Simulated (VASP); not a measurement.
Write the native input for VASP 6.6.1 that does the following.

```
Task                   : single point
Functional             : LDA
Potentials or basis    : VASP PAW LDA potentials, release 64 (Sn_d, Se)
Cutoff                 : 520 eV
k mesh                 : 8 × 8 × 8
Occupations            : fermi-dirac, width 0.05 eV
Spin                   : no spin polarisation
Dipole correction      : no
Further INCAR settings : ALGO = Normal; EDIFF = 1e-06; NBANDS = 17
```

The structure of SnSe lies in POSCAR:

```
SnSe
1.0
    0.0000000000      3.0100000000      3.0100000000
    3.0100000000      0.0000000000      3.0100000000
    3.0100000000      3.0100000000      0.0000000000
Sn Se
1 1
Direct
    0.0000000000      0.0000000000      0.0000000000
    0.5000000000      0.5000000000      0.5000000000
```

One way to write it, as run:

INCAR

```
SYSTEM = SnSe
  ALGO = Normal
  EDIFF = 1E-6
  ENCUT = 520
  ISIF = 2
  ISMEAR = -1
  LASPH = .TRUE.
  LCHARG = .TRUE.
  LELF = .TRUE.
  LREAL = .FALSE.
  LVHAR = .TRUE.
  LWAVE = .FALSE.
  NBANDS = 17
  NELM = 80
  PREC = Accurate
  SIGMA = 0.05
```

KPOINTS

```
k-points
0
G
  8 8 8
  0 0 0
```

Potentials or basis: VASP PAW LDA potentials, release 64 (Sn_d, Se).

Command:

```bash
$ cat potpaw_LDA.64/Sn_d/POTCAR potpaw_LDA.64/Se/POTCAR > POTCAR
$ mpirun -np 1 vasp_std > vasp.out
```

It gave:

| Item | Value |
| --- | --- |
| Pressure | -3.3 GPa |
| Band gap on the k mesh | 0.63 eV, direct |

Caveat: spin-orbit coupling is left out, which moves the levels of the heavy elements.

Run time: 23 s on 1 thread of AMD EPYC 7R43 64-Core Processor (Zen 3), with other jobs on the host, peak memory 0.13 GiB.
